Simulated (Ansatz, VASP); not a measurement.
**BN in VASP and in Ansatz**

Contents of POSCAR:

```
BN
1.0
    2.5009697631      0.0000000000      0.0000000000
   -1.2504848816      2.1659033489      0.0000000000
    0.0000000000      0.0000000000      6.8957976065
B N
2 2
Direct
    0.3333333333      0.6666666667      0.2500000000
    0.6666666667      0.3333333333      0.7500000000
    0.3333333333      0.6666666667      0.7500000000
    0.6666666667      0.3333333333      0.2500000000
```

The input INCAR.step1:

```
SYSTEM = BN
  PREC = Accurate
  ENCUT = 520
  ISMEAR = -4
  SIGMA = 0.1
  LREAL = .FALSE.
  LASPH = .TRUE.
  NELM = 80
  NBANDS = 16
  GGA = PE
  ALGO = Normal
  EDIFF = 1E-4
  LWAVE = .TRUE.
  LCHARG = .FALSE.
```

The input INCAR.step2:

```
SYSTEM = BN
  PREC = Accurate
  ENCUT = 520
  EDIFF = 1E-6
  ISMEAR = -4
  SIGMA = 0.1
  LREAL = .FALSE.
  LASPH = .TRUE.
  NELM = 80
  ALGO = Normal
  ISIF = 2
  LWAVE = .FALSE.
  LCHARG = .FALSE.
  METAGGA = R2SCAN
  LMIXTAU = .TRUE.
  NBANDS = 16
  ISTART = 1
```

The input KPOINTS:

```
Automatic mesh
0
G
  10 10 4
  0 0 0
```

Input for Ansatz:

```yaml
crystal:
  lattice:
    - [2.500969763076, 2.886749681779e-11, 0.0]
    - [-1.250484881563, 2.165903348906, 0.0]
    - [0.0, 0.0, 6.8957976065]
  atoms:
    - { symbol: B, position: [0.3333333333333, 0.6666666666667, 0.25] }
    - { symbol: B, position: [0.6666666666667, 0.3333333333333, 0.75] }
    - { symbol: "N", position: [0.3333333333333, 0.6666666666667, 0.75] }
    - { symbol: "N", position: [0.6666666666667, 0.3333333333333, 0.25] }
basis:
  ecutwfc: 500
  ecutrho_ratio: 4
kpoints:
  mp_grid: { grid: [10, 10, 4] }
hamiltonian:
  xc: r2scan
scf:
  occupations: { method: tetrahedron_uncorrected }
  mixing: { algorithm: broyden, beta: 0.9, ndim: 16 }
output:
  forces: true
  stress: true
  write_density: true
  write_potential: true
  elf: true
  volumetric_format: npy
```

Alike in both runs: task single point; functional r2SCAN; k mesh 10 × 10 × 4; no spin polarisation.

|  | VASP | Ansatz |
| --- | --- | --- |
| version | VASP 6.6.1 | Ansatz 0.2.0 |
| potentials or method | VASP PAW PBE potentials, release 64 (B, N), cutoff 520 eV | scalar-relativistic, plane waves, PAW |
| occupations | tetrahedron | tetrahedron-uncorrected |
| valence electrons in the cell | 16 | 16 |

```tsv
	VASP	Ansatz	Ansatz less VASP
gap on the k mesh at the Fermi level (eV)	4.92	4.88	-0.038
pressure (GPa)	0.3	0.0	-0.38
traceless stress, the component that is largest in VASP (GPa)	-0.65	0.00	+0.656
```

VASP's potentials were made for PBE, not for r2SCAN. Ansatz's warnings: band table not solved further.
